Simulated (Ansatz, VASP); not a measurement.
WSe2: VASP beside Ansatz

INCAR

```
SYSTEM = WSe2
  PREC = Accurate
  ENCUT = 520
  EDIFF = 1E-6
  ISMEAR = 0
  SIGMA = 0.01
  LREAL = .False.
  LASPH = .True.
  NELM = 60
  ALGO = Normal
  ISIF = 2
  LWAVE = .False.
  LCHARG = .False.
  GGA = PS
  NBANDS = 35
```

KPOINTS

```
Automatic mesh
0
Gamma
  8 8 2
  0 0 0
```

Contents of POSCAR:

```
WSe2
1.0
    3.2711283425      0.0000000000      0.0000000000
   -1.6355641713      2.8328802437      0.0000000000
    0.0000000000      0.0000000000     13.2228848636
W Se
2 4
Direct
    0.3333333333      0.6666666667      0.2500000000
    0.6666666667      0.3333333333      0.7500000000
    0.3333333333      0.6666666667      0.6233871180
    0.6666666667      0.3333333333      0.1233871180
    0.3333333333      0.6666666667      0.8766128820
    0.6666666667      0.3333333333      0.3766128820
```

Input for Ansatz:

```yaml
crystal:
  lattice:
    - [3.27112834254, 0.0, 0.0]
    - [-1.63556417127, 2.83288024368, 0.0]
    - [0.0, 0.0, 13.2228848636]
  atoms:
    - { symbol: W, position: [0.333333333333, 0.666666666667, 0.25] }
    - { symbol: W, position: [0.666666666667, 0.333333333333, 0.75] }
    - { symbol: Se, position: [0.333333333333, 0.666666666667, 0.623387118002] }
    - { symbol: Se, position: [0.666666666667, 0.333333333333, 0.123387118002] }
    - { symbol: Se, position: [0.333333333333, 0.666666666667, 0.876612881998] }
    - { symbol: Se, position: [0.666666666667, 0.333333333333, 0.376612881998] }
kpoints:
  mp_grid: { grid: [8, 8, 2] }
scf:
  occupations: { method: fixed }
hamiltonian:
  xc: pbesol
  pseudopotentials: { kind: paw }
output:
  forces: true
  stress: true
  eigenvalues: true
  eigenstates:
    nscf_kmesh: { grid: [10, 10, 4] }
    de_dk: true
    e_range: [-9, 11.04273414347]
  optics:
    e_range: [0, 20]
    de: 0.2
    sigma: 0.1
    bands: { spectra_wanted_up_to: 20 }
    nscf_kmesh: { grid: [10, 10, 4] }
checkpoint:
  write: ck
  write_wavefunctions: false
```

Alike in both runs: task single point; functional PBEsol; k mesh 8 × 8 × 2; no spin polarisation.

```csv
,VASP,Ansatz
version,VASP 6.6.1,Ansatz 0.2.0
potentials or method,"VASP PAW PBE potentials, release 64 (W_sv, Se)","PAW with Ansatz's default frozen-core files, scalar-relativistic"
plane-wave cutoff (eV),520,420
occupations,"gaussian, width 0.01 eV",fixed
valence electrons in the cell,52,92
```

VASP gave:

* gap on the k mesh at the Fermi level (eV): 1.15
* pressure (GPa): 0.4
* traceless stress, the component that is largest in VASP (GPa): 0.10
* rms of the force components (eV/Å): 0.029

**Question.** Estimate Ansatz's values.

**Answer.** gap on the k mesh at the Fermi level (eV): 1.16; pressure (GPa): 0.0; traceless stress, the component that is largest in VASP (GPa): 0.00; rms of the force components (eV/Å): 0.000.

VASP's potentials were made for PBE, not for PBEsol. Atom by atom the forces differ by 0.029 eV/Å (rms over components). VASP's potentials hold 52 valence electrons a cell and Ansatz's 92, so a difference there can come from the potentials and not from the codes.

Neither program's run includes spin-orbit coupling.
